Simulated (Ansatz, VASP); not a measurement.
W in VASP and in Ansatz

Contents of INCAR:

```
SYSTEM = W
  ALGO = Normal
  EDIFF = 1E-7
  ENCUT = 520
  GGA = PS
  ISIF = 2
  ISMEAR = -1
  LASPH = .True.
  LCHARG = .False.
  LREAL = .False.
  LWAVE = .False.
  NBANDS = 13
  NELM = 60
  PREC = Accurate
  SIGMA = 0.05
```

KPOINTS

```
k-points
0
Gamma
  12 12 12
  0 0 0
```

File POSCAR:

```
W
1.0
    0.0000000000      2.0632846043      2.0632846043
    2.0632846043      0.0000000000      2.0632846043
    2.0632846043      2.0632846043      0.0000000000
W
1
Direct
    0.0000000000      0.0000000000      0.0000000000
```

Input for Ansatz:

```yaml
crystal:
  lattice:
    - [0.0, 2.0632846043341524, 2.0632846043341524]
    - [2.0632846043341524, 0.0, 2.0632846043341524]
    - [2.0632846043341524, 2.0632846043341524, 0.0]
  atoms:
    - { symbol: W, position: [0.0, 0.0, 0.0] }
basis:
  ecutwfc: 500.0
kpoints:
  mp_grid:
    grid: [12, 12, 12]
hamiltonian:
  xc: pbesol
scf:
  occupations:
    method: fermi_dirac
    width: 0.05
output:
  stress: true
```

Alike in both runs: task single point; functional PBEsol; k mesh 12 × 12 × 12; occupations fermi-dirac, width 0.05 eV; no spin polarisation.

```csv
,VASP,Ansatz
version,VASP 6.6.1,Ansatz 0.2.0
potentials or method,"VASP PAW PBE potentials, release 64 (W_sv), cutoff 520 eV","plane waves, PAW"
valence electrons in the cell,14,14
```

|  | VASP | Ansatz | Ansatz less VASP |
| --- | --- | --- | --- |
| pressure (GPa) | -23.5 | -23.9 | -0.32 |

VASP's potentials were made for PBE, not for PBEsol.

Spin-orbit coupling is off throughout.
